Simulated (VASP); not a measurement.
# TaBi (rocksalt type) (Fm-3m) in VASP: notebook

Runs on TaBi (rocksalt type). Level: LDA. Tasks: single point.

All numbers are computed with VASP 6.6.1; they aren't measurements. Logs are shortened: lines on timing, memory, paths and dates and some standing lists are left out, and cuts for length are marked.

### 1 The cell of the first run

The structure is cubic, space group Fm-3m (No. 225). Conventional cell: a = 4.201 Å, b = 4.201 Å, c = 4.201 Å, α = 90.00°, β = 90.00°, γ = 90.00°. Within 2.8 Å of Ta (site symmetry m-3m) lie 6 Bi at 2.10 Å. Bi (site symmetry m-3m) has 6 Ta at 2.10 Å within 2.8 Å.

### 2 Single point, LDA (volume scaled by 0.4)

INCAR reads:

```
PREC = Accurate
ENCUT = 520
EDIFF = 1E-6
ISMEAR = -1
SIGMA = 0.08
LREAL = F
LASPH = T
NELM = 60
ALGO = Normal
ISIF = 2
LWAVE = F
LCHARG = T
GGA = CA
LELF = T
LVHAR = T
NBANDS = 20
```

KPOINTS reads:

```
regular mesh
0
Gamma
  11 11 11
```

POSCAR reads:

```
TaBi
1.0
    0.0000000000      2.1004132917      2.1004132917
    2.1004132917      0.0000000000      2.1004132917
    2.1004132917      2.1004132917      0.0000000000
Ta Bi
1 1
Direct
    0.0000000000      0.0000000000      0.0000000000
    0.5000000000      0.5000000000      0.5000000000
```

Potentials or basis: VASP PAW LDA potentials, release 64 (Ta_pv, Bi_d).

Started as:

```
cat potpaw_LDA.64/Ta_pv/POTCAR potpaw_LDA.64/Bi_d/POTCAR > POTCAR
mpirun -np 1 vasp_std > vasp.out
```

OUTCAR:

```text
PREC = Accurate
   ENCUT = 520
   EDIFF = 1E-6
   ISMEAR = -1
   LREAL = F
   LASPH = T
   NELM = 60
   ISIF = 2
   GGA = CA

 ion  position               nearest neighbor table
   1  0.000  0.000  0.000-   2 2.10   2 2.10   2 2.10   2 2.10   2 2.10   2 2.10   2 3.64   2 3.64
                             2 3.64   2 3.64   2 3.64
   2  0.500  0.500  0.500-   1 2.10   1 2.10   1 2.10   1 2.10   1 2.10   1 2.10   1 3.64   1 3.64
                             1 3.64   1 3.64   1 3.64

  LATTYP: Found a face centered cubic cell.
 ALAT       =     4.2008265834

  Lattice vectors:

 A1 = (   0.0000000000,   2.1004132917,   2.1004132917)
 A2 = (   2.1004132917,   0.0000000000,   2.1004132917)
 A3 = (   2.1004132917,   2.1004132917,   0.0000000000)

Analysis of symmetry for initial positions (statically):
=====================================================================
 Subroutine PRICEL returns:
 Original cell was already a primitive cell.

 Routine SETGRP: Setting up the symmetry group for a
 face centered cubic supercell.

 Subroutine GETGRP returns: Found 48 space group operations
 (whereof 48 operations were pure point group operations)
 out of a pool of 48 trial point group operations.

The static configuration has the point symmetry O_h .

Analysis of symmetry for dynamics (positions and initial velocities):
=====================================================================
 Subroutine PRICEL returns:
 Original cell was already a primitive cell.

 Routine SETGRP: Setting up the symmetry group for a
 face centered cubic supercell.

 Subroutine GETGRP returns: Found 48 space group operations
 (whereof 48 operations were pure point group operations)
 out of a pool of 48 trial point group operations.

The dynamic configuration has the point symmetry O_h .

 Subroutine INISYM returns: Found 48 space group operations
 (whereof 48 operations are pure point group operations),
 and found     1 'primitive' translations

----------------------------------------------------------------------------------------

                                     Primitive cell

  volume of cell :      18.5329

  direct lattice vectors                    reciprocal lattice vectors
     0.000000000  2.100413292  2.100413292    -0.238048389  0.238048389  0.238048389
     2.100413292  0.000000000  2.100413292     0.238048389 -0.238048389  0.238048389
     2.100413292  2.100413292  0.000000000     0.238048389  0.238048389 -0.238048389

  length of vectors
     2.970432964  2.970432964  2.970432964     0.412311904  0.412311904  0.412311904

  position of ions in fractional coordinates (direct lattice)
     0.000000000  0.000000000  0.000000000
     0.500000000  0.500000000  0.500000000

  ion indices of the primitive-cell ions
   primitive index   ion index
                 1           1
                 2           2

----------------------------------------------------------------------------------------

 KPOINTS: regular mesh

Automatic generation of k-mesh.
 Grid dimensions read from file:
 generate k-points for:   11   11   11

 Generating k-lattice:

  Cartesian coordinates                     Fractional coordinates (reciprocal lattice)
    -0.021640763  0.021640763  0.021640763     0.090909091  0.000000000  0.000000000
     0.021640763 -0.021640763  0.021640763     0.000000000  0.090909091  0.000000000
     0.021640763  0.021640763 -0.021640763     0.000000000  0.000000000  0.090909091

  Length of vectors
     0.037482900  0.037482900  0.037482900

  Shift w.r.t. Gamma in fractional coordinates (k-lattice)
     0.000000000  0.000000000  0.000000000

 Subroutine IBZKPT returns following result:
 ===========================================

 Found     56 irreducible k-points:

 Following reciprocal coordinates:
            Coordinates               Weight
  0.000000  0.000000  0.000000      1.000000
  0.090909  0.000000  0.000000      8.000000
  0.181818  0.000000  0.000000      8.000000
  0.272727  0.000000  0.000000      8.000000
  0.363636  0.000000  0.000000      8.000000
  0.454545  0.000000  0.000000      8.000000
[... 16 lines left out ...]
 -0.272727  0.181818  0.000000     24.000000
 -0.181818  0.181818  0.000000     12.000000
 [... further k-points ...]
   k-points           NKPTS =     56   k-points in BZ     NKDIM =     56   number of bands    NBANDS=     20
   number of dos      NEDOS =    301   number of ions     NIONS =      2
   total plane-waves  NPLWV =  13824
   dimension x,y,z NGX =    24 NGY =   24 NGZ =   24
   dimension x,y,z NGXF=    48 NGYF=   48 NGZF=   48
   ions per type =               1   1
   NGX,Y,Z   is equivalent  to a cutoff of  13.43, 13.43, 13.43 a.u.
   NGXF,Y,Z  is equivalent  to a cutoff of  26.86, 26.86, 26.86 a.u.
 SYSTEM =  unknown system
   PREC   = accura    normal or accurate (medium, high low for compatibility)
   ISTART =      0    job   : 0-new  1-cont  2-samecut
   ICHARG =      2    charge: 1-file 2-atom 10-const
   ISPIN  =      1    spin polarized calculation?
   LNONCOLLINEAR =      F non collinear calculations
   LSORBIT =      F    spin-orbit coupling
   LASPH  =      T    aspherical Exc in radial PAW
   ENCUT  =  520.0 eV  38.22 Ry    6.18 a.u.   5.52  5.52  5.52*2*pi/ulx,y,z
   NELM   =     60;   NELMIN=  2; NELMDL= -5     # of ELM steps
   EDIFF  = 0.1E-05   stopping-criterion for ELM
   LREAL  =      F    real-space projection
   EDIFFG = 0.1E-04   stopping-criterion for IOM
   NSW    =      0    number of steps for IOM
   IBRION =     -1    ionic relax: 0-MD 1-quasi-New 2-CG
   NFREE  =      0    steps in history (QN), initial steepest desc. (CG)
   ISIF   =      2    stress and relaxation
   ISYM   =      2    0-nonsym 1-usesym 2-fastsym
   POTIM  = 0.5000    time-step for ionic-motion
   TEBEG  =    0.0;   TEEND  =   0.0 temperature during run
   PSTRESS=    0.0 pullay stress
   NELECT =      26.0000    total number of electrons
   NUPDOWN=      -1.0000    fix difference up-down
   EMIN   =  10.00;   EMAX   =-10.00  energy-range for DOS
   EFERMI =   0.00;   METHOD = LEGACY
   ISMEAR =    -1;   SIGMA  =   0.08  broadening in eV -4-tet -1-fermi 0-gaus
   EFERMI_NEDOS =   21; number of points for ismear=-14 and -15
   IALGO  =     38    algorithm
   IMIX   =      4    mixing-type and parameters
     AMIX     =   0.40;   BMIX     =  1.00
     AMIX_MAG =   1.60;   BMIX_MAG =  1.00
  volume/ion in A,a.u.               =       9.27        62.53
  Fermi-wavevector in a.u.,A,eV,Ry     =   1.832671  3.463246 45.697660  3.358683
  Thomas-Fermi vector in A             =   2.886663
   LORBIT       =      0    0 simple, 1 ext, 2 COOP (PROOUT), +10 PAW based schemes
   GGA     = CA    functional components
   LHFCALC =     F    Hartree Fock is set to
   AEXX    =    0.0000 exact exchange contribution
   IVDW    =     0    specifies the selected vdW correction
   LEPSILON=     F    determine dielectric tensor
   LRPA    =     F    only Hartree local field effects (RPA)
 non-spin polarized calculation
  energy-cutoff  :      520.00
  volume of cell :       18.53
 maximum number of plane-waves:       531
 NGX is ok and might be reduce to    24
   NGX = 11   NGY = 11   NGZ = 11

 number of electron      26.0000001 magnetization

 Free energy of the ion-electron system (eV)
  ---------------------------------------------------
  ext. energy  EPLUGINS =         0.00000000
  ---------------------------------------------------
  free energy    TOTEN  =        16.09678831 eV

  energy without entropy =       16.11384412  energy(sigma->0) =       16.10531621

 E-fermi :  24.1902     XC(G=0): -17.0033

 val. band max:       24.1594552226   @ k =   0.3636   0.0909   0.0000
 cond. band min:      24.2334380929   @ k =  -0.4545   0.3636   0.0000
 fundamental gap:      0.0739828703
 Fermi energy:        24.1901954594

 k-point     1 :       0.0000    0.0000    0.0000
  band No.  band energies     occupation
      1     -11.3488      2.00000
      2     -11.3488      2.00000
      3     -11.3488      2.00000
      4      -4.4628      2.00000
      5      -4.4628      2.00000
      6      -3.7464      2.00000
[... 12 lines left out ...]
     19      38.2473      0.00000
     20      42.0021      0.00000

 k-point     2 :       0.0909    0.0000    0.0000
  band No.  band energies     occupation
      1     -11.6192      2.00000
      2     -11.5404      2.00000
      3     -11.5404      2.00000
      4      -4.1433      2.00000
      5      -4.1433      2.00000
      6      -3.6586      2.00000
[... 12 lines left out ...]
     19      38.2429      0.00000
     20      42.3086      0.00000

 k-point     3 :       0.1818    0.0000    0.0000
  band No.  band energies     occupation
      1     -12.2759      2.00000
      2     -11.9921      2.00000
      3     -11.9921      2.00000
      4      -3.5281      2.00000
      5      -3.5281      2.00000
      6      -3.4140      2.00000
[... 12 lines left out ...]
     19      38.2052      0.00000
     20      39.6452      0.00000

 k-point     4 :       0.2727    0.0000    0.0000
  band No.  band energies     occupation
      1     -13.0239      2.00000
      2     -12.4890      2.00000
      3     -12.4890      2.00000
      4      -3.1997      2.00000
      5      -3.1997      2.00000
      6      -3.0934      2.00000
[... 12 lines left out ...]
     19      38.2007      0.00000
     20      38.2964      0.00000

 k-point     5 :       0.3636    0.0000    0.0000
  band No.  band energies     occupation
      1     -13.6316      2.00000
      2     -12.8822      2.00000
      3     -12.8822      2.00000
      4      -2.9163      2.00000
      5      -2.9163      2.00000
      6      -2.7756      2.00000
[... 12 lines left out ...]
     19      38.3784      0.00000
     20      38.3784      0.00000

 k-point     6 :       0.4545    0.0000    0.0000
  band No.  band energies     occupation
      1     -13.9650      2.00000
      2     -13.0948      2.00000
      3     -13.0948      2.00000
      4      -2.7438      2.00000
      5      -2.7438      2.00000
      6      -2.5704      2.00000
[... 12 lines left out ...]
     19      38.2627      0.00000
     20      40.2905      0.00000

 k-point     7 :       0.0909    0.0909    0.0000
  band No.  band energies     occupation
      1     -11.9670      2.00000
      2     -11.4300      2.00000
      3     -11.4300      2.00000
      4      -4.4212      2.00000
      5      -3.8071      2.00000
      6      -3.7682      2.00000
[... 12 lines left out ...]
     19      38.2415      0.00000
     20      42.8774      0.00000
[... 277 lines left out ...]
 k-point    20 :       0.4545    0.1818    0.0000
  band No.  band energies     occupation
      1     -13.5605      2.00000
      2     -12.8608      2.00000
      3     -12.6635      2.00000
      4      -3.4018      2.00000
      5      -2.6749      2.00000
      6      -2.5199      2.00000
[... 12 lines left out ...]
     19      38.2539      0.00000
     20      40.3784      0.00000

 k-point    21 :      -0.4545    0.1818    0.0000
  band No.  band energies     occupation
      1     -13.6337      2.00000
      2     -12.9632      2.00000
      3     -12.9566      2.00000
      4      -3.0498      2.00000
      5      -2.6537      2.00000
      6      -2.5609      2.00000
[... 12 lines left out ...]
     19      38.2511      0.00000
     20      41.7742      0.00000

 k-point    22 :      -0.3636    0.1818    0.0000
  band No.  band energies     occupation
      1     -13.7114      2.00000
      2     -13.0797      2.00000
      3     -12.6747      2.00000
      4      -2.9100      2.00000
      5      -2.8136      2.00000
      6      -2.6735      2.00000
[... 12 lines left out ...]
     19      38.2483      0.00000
     20      38.7376      0.00000

 k-point    23 :      -0.2727    0.1818    0.0000
  band No.  band energies     occupation
      1     -13.6005      2.00000
      2     -13.0153      2.00000
      3     -12.2580      2.00000
      4      -3.1863      2.00000
      5      -3.0504      2.00000
      6      -2.9008      2.00000
[... 12 lines left out ...]
     19      36.1018      0.00000
     20      38.2569      0.00000

 k-point    24 :      -0.1818    0.1818    0.0000
  band No.  band energies     occupation
      1     -13.2690      2.00000
      2     -12.7763      2.00000
      3     -11.9211      2.00000
      4      -3.5334      2.00000
      5      -3.2792      2.00000
      6      -3.2038      2.00000
[... 12 lines left out ...]
     19      36.9275      0.00000
     20      38.2701      0.00000

 [... further k-points ...]

------------------------ aborting loop because EDIFF is reached ----------------------------------------

  FORCE on cell =-STRESS in cart. coord.  units (eV):
  Direction    XX          YY          ZZ          XY          YZ          ZX
  --------------------------------------------------------------------------------------
  -------------------------------------------------------------------------------------
  Total       93.2009225     93.2009225     93.2009225      0.0000000     -0.0000000      0.0000000
  in kB     8057.2441549   8057.2441549   8057.2441549      0.0000000     -0.0000000      0.0000000
  external PRESSURE =    8057.2441549 kB  Pullay stress =       0.0000000 kB

 VOLUME and BASIS-vectors are now :
 -----------------------------------------------------------------------------
  energy-cutoff  :      520.00
  volume of cell :       18.53
      direct lattice vectors                 reciprocal lattice vectors
     0.000000000  2.100413292  2.100413292    -0.238048389  0.238048389  0.238048389
     2.100413292  0.000000000  2.100413292     0.238048389 -0.238048389  0.238048389
     2.100413292  2.100413292  0.000000000     0.238048389  0.238048389 -0.238048389

 POSITION                                       TOTAL-FORCE (eV/Angst)
 -----------------------------------------------------------------------------------
      0.00000      0.00000      0.00000        -0.000000     -0.000000     -0.000000
      2.10041      2.10041      2.10041         0.000000      0.000000      0.000000
 -----------------------------------------------------------------------------------
    total drift:                                0.000000     -0.000000      0.000000

  FREE ENERGIE OF THE ION-ELECTRON SYSTEM (eV)
  ---------------------------------------------------
  free  energy   TOTEN  =        16.0967883088 eV

  energy  without entropy=       16.1138441204  energy(sigma->0) =       16.10531621
```

It took 6.8 s on 1 thread of Intel Xeon 6975P-C (Granite Rapids), shared host; peak memory 0.14 GiB.

The run converged, but its numbers aren't listed here, since they failed a check.

Caveat: spin-orbit coupling is left out, which moves the levels of the heavy elements.

[end of part 1 of 2]
